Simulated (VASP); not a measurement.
# TiAl (P-6m2) in VASP: further runs

Runs on TiAl. Level: PBEsol. Tasks: single point.

Everything below comes from runs of VASP 6.6.1. Logs are shortened: lines on timing, memory, paths and dates and some standing lists are left out, and cuts for length are marked.

## Step 1: The cell of the first run

The structure is hexagonal, space group P-6m2 (No. 187). Conventional cell: a = 2.867 Å, b = 2.867 Å, c = 4.748 Å, α = 90.00°, β = 90.00°, γ = 120.00°. Ti (site symmetry -6m2) has 6 Ti at 2.87 Å and 6 Al at 2.89 Å within 3.8 Å. Al (site symmetry -6m2) has 6 Al at 2.87 Å and 6 Ti at 2.89 Å within 3.8 Å.

## Step 2: Single point, PBEsol (strain +0.000 along x and y, +0.015 along z)

Contents of INCAR:

```
PREC     = Accurate       # precision mode
ENCUT    = 520            # plane-wave cutoff, eV
EDIFF    = 1E-6           # SCF threshold, eV
ISMEAR   = 0              # smearing method
SIGMA    = 0.15           # smearing width, eV
LREAL    = False          # projectors in reciprocal space
LASPH    = True           # aspherical terms in the spheres
NELM     = 100            # most SCF steps
ALGO     = Fast           # electronic algorithm
ISIF     = 2              # what is computed and relaxed
LWAVE    = False          # write WAVECAR
LCHARG   = True           # write CHGCAR
GGA      = PS             # functional
LELF     = True           # ELF
LVHAR    = True         
NBANDS   = 14             # bands
```

Contents of KPOINTS:

```
regular mesh
0
Gamma
  18 18 10
```

Contents of POSCAR:

```
TiAl
1.0
    2.8672622327      0.0000000000      0.0000000000
   -1.4336311163      2.4831219328      0.0000000000
    0.0000000000      0.0000000000      4.7482542450
Ti Al
1 1
Direct
    0.0000000000      0.0000000000      0.0000000000
    0.3333333333      0.6666666667      0.5000000000
```

Potentials or basis: VASP PAW PBE potentials, release 64 (Ti_sv, Al).

Launch:

```console
$ cat potpaw_PBE.64/Ti_sv/POTCAR potpaw_PBE.64/Al/POTCAR > POTCAR
$ mpirun -np 1 vasp_std > vasp.out
```

OUTCAR:

```text
PREC = Accurate
   ENCUT = 520
   EDIFF = 1E-6
   ISMEAR = 0
   LREAL = False
   LASPH = True
   NELM = 100
   ISIF = 2
   GGA = PS

 ion  position               nearest neighbor table
   1  0.000  0.000  0.000-   2 2.89   2 2.89   2 2.89   2 2.89   2 2.89   2 2.89
   2  0.333  0.667  0.500-   1 2.89   1 2.89   1 2.89   1 2.89   1 2.89   1 2.89

  LATTYP: Found a hexagonal cell.
 ALAT       =     2.8672622327
 C/A-ratio  =     1.6560237117

  Lattice vectors:

 A1 = (   2.8672622327,   0.0000000000,   0.0000000000)
 A2 = (  -1.4336311163,   2.4831219328,   0.0000000000)
 A3 = (   0.0000000000,   0.0000000000,   4.7482542450)

Analysis of symmetry for initial positions (statically):
=====================================================================
 Subroutine PRICEL returns:
 Original cell was already a primitive cell.

 Routine SETGRP: Setting up the symmetry group for a
 hexagonal supercell.

 Subroutine GETGRP returns: Found 12 space group operations
 (whereof 12 operations were pure point group operations)
 out of a pool of 24 trial point group operations.

The static configuration has the point symmetry D_3h.

Analysis of symmetry for dynamics (positions and initial velocities):
=====================================================================
 Subroutine PRICEL returns:
 Original cell was already a primitive cell.

 Routine SETGRP: Setting up the symmetry group for a
 hexagonal supercell.

 Subroutine GETGRP returns: Found 12 space group operations
 (whereof 12 operations were pure point group operations)
 out of a pool of 24 trial point group operations.

The dynamic configuration has the point symmetry D_3h.

 Subroutine INISYM returns: Found 12 space group operations
 (whereof 12 operations are pure point group operations),
 and found     1 'primitive' translations

----------------------------------------------------------------------------------------

                                     Primitive cell

  volume of cell :      33.8064

  direct lattice vectors                    reciprocal lattice vectors
     2.867262233  0.000000000  0.000000000     0.348764751  0.201359423  0.000000000
    -1.433631116  2.483121933  0.000000000     0.000000000  0.402718846  0.000000000
     0.000000000  0.000000000  4.748254245     0.000000000  0.000000000  0.210603718

  length of vectors
     2.867262233  2.867262233  4.748254245     0.402718846  0.402718846  0.210603718

  position of ions in fractional coordinates (direct lattice)
     0.000000000  0.000000000  0.000000000
     0.333333333  0.666666667  0.500000000

  ion indices of the primitive-cell ions
   primitive index   ion index
                 1           1
                 2           2

----------------------------------------------------------------------------------------

 KPOINTS: regular mesh

Automatic generation of k-mesh.
 Grid dimensions read from file:
 generate k-points for:   18   18   10

 Generating k-lattice:

  Cartesian coordinates                     Fractional coordinates (reciprocal lattice)
     0.019375820  0.011186635  0.000000000     0.055555556 -0.000000000  0.000000000
     0.000000000  0.022373269  0.000000000     0.000000000  0.055555556  0.000000000
     0.000000000  0.000000000  0.021060372     0.000000000  0.000000000  0.100000000

  Length of vectors
     0.022373269  0.022373269  0.021060372

  Shift w.r.t. Gamma in fractional coordinates (k-lattice)
     0.000000000  0.000000000  0.000000000

 Subroutine IBZKPT returns following result:
 ===========================================

 Found    222 irreducible k-points:

 Following reciprocal coordinates:
            Coordinates               Weight
  0.000000  0.000000  0.000000      1.000000
  0.055556 -0.000000  0.000000      6.000000
  0.111111 -0.000000  0.000000      6.000000
  0.166667  0.000000  0.000000      6.000000
  0.222222  0.000000  0.000000      6.000000
  0.277778 -0.000000  0.000000      6.000000
[... 16 lines left out ...]
  0.333333  0.111111  0.000000     12.000000
  0.388889  0.111111  0.000000     12.000000
 [... further k-points ...]
   k-points           NKPTS =    222   k-points in BZ     NKDIM =    222   number of bands    NBANDS=     14
   number of dos      NEDOS =    301   number of ions     NIONS =      2
   total plane-waves  NPLWV =  20736
   dimension x,y,z NGX =    24 NGY =   24 NGZ =   36
   dimension x,y,z NGXF=    48 NGYF=   48 NGZF=   72
   ions per type =               1   1
   NGX,Y,Z   is equivalent  to a cutoff of  13.92, 13.92, 12.60 a.u.
   NGXF,Y,Z  is equivalent  to a cutoff of  27.83, 27.83, 25.21 a.u.
 SYSTEM =  unknown system
   PREC   = accura    normal or accurate (medium, high low for compatibility)
   ISTART =      0    job   : 0-new  1-cont  2-samecut
   ICHARG =      2    charge: 1-file 2-atom 10-const
   ISPIN  =      1    spin polarized calculation?
   LNONCOLLINEAR =      F non collinear calculations
   LSORBIT =      F    spin-orbit coupling
   LASPH  =      T    aspherical Exc in radial PAW
   ENCUT  =  520.0 eV  38.22 Ry    6.18 a.u.   5.33  5.33  8.83*2*pi/ulx,y,z
   NELM   =    100;   NELMIN=  2; NELMDL= -5     # of ELM steps
   EDIFF  = 0.1E-05   stopping-criterion for ELM
   LREAL  =      F    real-space projection
   EDIFFG = 0.1E-04   stopping-criterion for IOM
   NSW    =      0    number of steps for IOM
   IBRION =     -1    ionic relax: 0-MD 1-quasi-New 2-CG
   NFREE  =      0    steps in history (QN), initial steepest desc. (CG)
   ISIF   =      2    stress and relaxation
   ISYM   =      2    0-nonsym 1-usesym 2-fastsym
   POTIM  = 0.5000    time-step for ionic-motion
   TEBEG  =    0.0;   TEEND  =   0.0 temperature during run
   PSTRESS=    0.0 pullay stress
   NELECT =      15.0000    total number of electrons
   NUPDOWN=      -1.0000    fix difference up-down
   EMIN   =  10.00;   EMAX   =-10.00  energy-range for DOS
   EFERMI =   0.00;   METHOD = LEGACY
   ISMEAR =     0;   SIGMA  =   0.15  broadening in eV -4-tet -1-fermi 0-gaus
   EFERMI_NEDOS =   21; number of points for ismear=-14 and -15
   IALGO  =     68    algorithm
   IMIX   =      4    mixing-type and parameters
     AMIX     =   0.40;   BMIX     =  1.00
     AMIX_MAG =   1.60;   BMIX_MAG =  1.00
  volume/ion in A,a.u.               =      16.90       114.07
  Fermi-wavevector in a.u.,A,eV,Ry     =   1.248644  2.359596 21.213018  1.559113
  Thomas-Fermi vector in A             =   2.382721
   LORBIT       =      0    0 simple, 1 ext, 2 COOP (PROOUT), +10 PAW based schemes
   GGA     = PS    functional components
   LHFCALC =     F    Hartree Fock is set to
   AEXX    =    0.0000 exact exchange contribution
   IVDW    =     0    specifies the selected vdW correction
   LEPSILON=     F    determine dielectric tensor
   LRPA    =     F    only Hartree local field effects (RPA)
 non-spin polarized calculation
 RMM-DIIS sequential band-by-band and
 Gauss-broadening in eV      SIGMA  =   0.15
  energy-cutoff  :      520.00
  volume of cell :       33.81
 maximum number of plane-waves:       930
 NGX is ok and might be reduce to    24
   NGX = 11   NGY = 11   NGZ = 17

 number of electron      14.9999999 magnetization

 Free energy of the ion-electron system (eV)
  ---------------------------------------------------
  ext. energy  EPLUGINS =         0.00000000
  ---------------------------------------------------
  free energy    TOTEN  =       -12.92289661 eV

  energy without entropy =      -12.89572499  energy(sigma->0) =      -12.90931080

 E-fermi :   7.6383     XC(G=0): -10.9685

 val. band max:        7.6372587128   @ k =   0.3333   0.3333   0.2000
 cond. band min:       7.6384142832   @ k =   0.2778   0.1111   0.2000
 fundamental gap:      0.0011555704
 Fermi energy:         7.6383188810

 k-point     1 :       0.0000    0.0000    0.0000
  band No.  band energies     occupation
      1     -48.6889      2.00000
      2     -25.1098      2.00000
      3     -24.6836      2.00000
      4     -24.6836      2.00000
      5      -1.2456      2.00000
      6       5.2836      2.00000
      7       5.7038      2.00000
      8       8.9044      0.00000
      9       8.9044      0.00000
     10      10.3871      0.00000
     11      10.3871      0.00000
     12      11.2834      0.00000
     13      20.5464      0.00000
     14      20.5464      0.00000

 k-point     2 :       0.0556   -0.0000    0.0000
  band No.  band energies     occupation
      1     -48.6860      2.00000
      2     -25.1070      2.00000
      3     -24.7017      2.00000
      4     -24.6877      2.00000
      5      -1.1689      2.00000
      6       5.3692      2.00000
      7       5.7173      2.00000
      8       8.8308      0.00000
      9       8.9672      0.00000
     10      10.3659      0.00000
     11      10.3985      0.00000
     12      11.3025      0.00000
     13      19.2095      0.00000
     14      19.7586      0.00000

 k-point     3 :       0.1111   -0.0000    0.0000
  band No.  band energies     occupation
      1     -48.6777      2.00000
      2     -25.0989      2.00000
      3     -24.7535      2.00000
      4     -24.6995      2.00000
      5      -0.9400      2.00000
      6       5.6156      2.00000
      7       5.7560      2.00000
      8       8.6295      0.00000
      9       9.1518      0.00000
     10      10.3055      0.00000
     11      10.4368      0.00000
     12      11.3566      0.00000
     13      17.3499      0.00000
     14      18.8329      0.00000
[... 324 lines left out ...]
 k-point    23 :       0.3333    0.1111    0.0000
  band No.  band energies     occupation
      1     -48.6004      2.00000
      2     -25.1847      2.00000
      3     -25.0231      2.00000
      4     -24.8414      2.00000
      5       2.5055      2.00000
      6       6.1862      2.00000
      7       6.4804      2.00000
      8       7.2005      1.99996
      9       9.3390      0.00000
     10      10.4144      0.00000
     11      11.6006      0.00000
     12      11.8128      0.00000
     13      12.8216      0.00000
     14      13.9156      0.00000

 k-point    24 :       0.3889    0.1111    0.0000
  band No.  band energies     occupation
      1     -48.5925      2.00000
      2     -25.2270      2.00000
      3     -25.0153      2.00000
      4     -24.8562      2.00000
      5       3.4749      2.00000
      6       5.7357      2.00000
      7       6.2448      2.00000
      8       6.8747      2.00000
      9       9.2178      0.00000
     10      10.6492      0.00000
     11      11.5741      0.00000
     12      12.1450      0.00000
     13      13.0926      0.00000
     14      14.0009      0.00000

 [... further k-points ...]

------------------------ aborting loop because EDIFF is reached ----------------------------------------

  FORCE on cell =-STRESS in cart. coord.  units (eV):
  Direction    XX          YY          ZZ          XY          YZ          ZX
  --------------------------------------------------------------------------------------
  -------------------------------------------------------------------------------------
  Total       -0.6823127     -0.6823127     -1.4352764     -0.0000000      0.0000000      0.0000000
  in kB      -32.3366204    -32.3366204    -68.0215784     -0.0000000      0.0000000      0.0000000
  external PRESSURE =     -44.2316064 kB  Pullay stress =       0.0000000 kB

 VOLUME and BASIS-vectors are now :
 -----------------------------------------------------------------------------
  energy-cutoff  :      520.00
  volume of cell :       33.81
      direct lattice vectors                 reciprocal lattice vectors
     2.867262233  0.000000000  0.000000000     0.348764751  0.201359423  0.000000000
    -1.433631116  2.483121933  0.000000000     0.000000000  0.402718846  0.000000000
     0.000000000  0.000000000  4.748254245     0.000000000  0.000000000  0.210603718

 POSITION                                       TOTAL-FORCE (eV/Angst)
 -----------------------------------------------------------------------------------
      0.00000      0.00000      0.00000         0.000000     -0.000000      0.000000
     -0.00000      1.65541      2.37413        -0.000000      0.000000      0.000000
 -----------------------------------------------------------------------------------
    total drift:                                0.000000     -0.000000      0.000000

  FREE ENERGIE OF THE ION-ELECTRON SYSTEM (eV)
  ---------------------------------------------------
  free  energy   TOTEN  =       -12.9228966058 eV

  energy  without entropy=      -12.8957249892  energy(sigma->0) =      -12.90931080
```

It took 2.1 min on 1 thread of Intel Xeon Platinum 8488C (Sapphire Rapids), shared host; peak memory 0.24 GiB.

What came out:

```yaml
Free_energy: -12.9229 eV
Pressure: -4.4 GPa
```

Levels at points of the mesh, in eV from the Fermi level:
| k point | band 3 | band 4 | band 5 | band 6 | band 7 | band 8 | band 9 | band 10 | band 11 | band 12 |
| --- | --- | --- | --- | --- | --- | --- | --- | --- | --- | --- |
| (0.00, 0.00, 0.00) | -32.32 | -32.32 | -8.88 | -2.35 | -1.93 | 1.27 | 1.27 | 2.75 | 2.75 | 3.65 |
| (0.50, 0.00, 0.00) | -32.65 | -32.46 | -3.64 | -2.78 | -1.52 | -1.00 | 2.09 | 3.93 | 3.95 | 4.03 |
| (0.00, 0.00, 0.50) | -32.32 | -32.32 | -8.04 | -5.27 | -0.50 | 1.28 | 1.28 | 2.68 | 2.68 | 6.47 |
| (0.50, 0.00, 0.50) | -32.66 | -32.46 | -3.58 | -2.41 | -1.81 | 0.53 | 0.92 | 1.91 | 2.75 | 3.93 |

Caveat: the cell differs from its parent crystal (strain +0.000 along x and y, +0.015 along z); the PAW data sets were made with another functional, which shifts forces and pressure a little.

(Part 1 of 2 ends here.)
